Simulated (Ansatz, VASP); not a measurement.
CsHfS2 in VASP and in Ansatz

INCAR

```
PREC = Accurate ; ENCUT = 520
EDIFF = 1E-6 ; ISMEAR = 0
SIGMA = 0.1 ; LREAL = False
LASPH = True ; NELM = 60
ALGO = Normal ; ISIF = 2
LWAVE = False ; LCHARG = False
GGA = PE ; NBANDS = 24
```

KPOINTS

```
Automatic mesh
0
Gamma
  6 6 2
```

POSCAR

```
CsHfS2
1.0
    3.6816110000      0.0000000000      0.0000000000
   -1.8408055000      3.1883687000      0.0000000000
    0.0000000000      0.0000000000      8.4422940000
Cs Hf S
1 1 2
Direct
    0.6666667000      0.3333333000      0.5000000000
    0.6666667000      0.3333333000      0.0000000000
    0.0000000000      0.0000000000      0.1831740000
    0.0000000000      0.0000000000      0.8168260000
```

Input for Ansatz:

```yaml
crystal:
  lattice:
    - [3.681611, 0.0, 0.0]
    - [-1.8408055, 3.1883687, 0.0]
    - [0.0, 0.0, 8.442294]
  atoms:
    - { symbol: Cs, position: [0.6666667, 0.3333333, 0.5] }
    - { symbol: Hf, position: [0.6666667, 0.3333333, 0.0] }
    - { symbol: S, position: [0.0, 0.0, 0.183174] }
    - { symbol: S, position: [0.0, 0.0, 0.816826] }
basis:
  ecutwfc: 420
kpoints:
  mp_grid: { grid: [6, 6, 2] }
hamiltonian:
  xc: pbe
scf:
  occupations: { method: gaussian, width: 0.1 }
  lower_state_search: "off"
output:
  forces: true
  stress: true
  eigenvalues: true
```

Alike in both runs: task single point; functional PBE; k mesh 6 × 6 × 2; occupations gaussian, width 0.1 eV; no spin polarisation.

|  | VASP | Ansatz |
| --- | --- | --- |
| version | VASP 6.6.1 | Ansatz 0.2.0 |
| potentials or method | VASP PAW PBE potentials, release 64 (Cs_sv, Hf_pv, S), cutoff 520 eV | scalar-relativistic, plane waves, PAW |
| valence electrons in the cell | 31 | 47 |

```csv
,VASP,Ansatz,Ansatz less VASP
gap on the k mesh at the Fermi level (eV),none,none,-
pressure (GPa),-0.2,0.0,+0.22
rms of the force components (eV/Å),0.026,0.002,-0.0238
```

Atom by atom the forces differ by 0.027 eV/Å (rms over components). A gap of «none» marks a metal or a gap that the smearing closes. VASP's potentials hold 31 valence electrons a cell and Ansatz's 47, so a difference there can come from the potentials and not from the codes.

The k mesh is coarse, so the values compare programs but aren't converged. Spin-orbit coupling is off throughout.
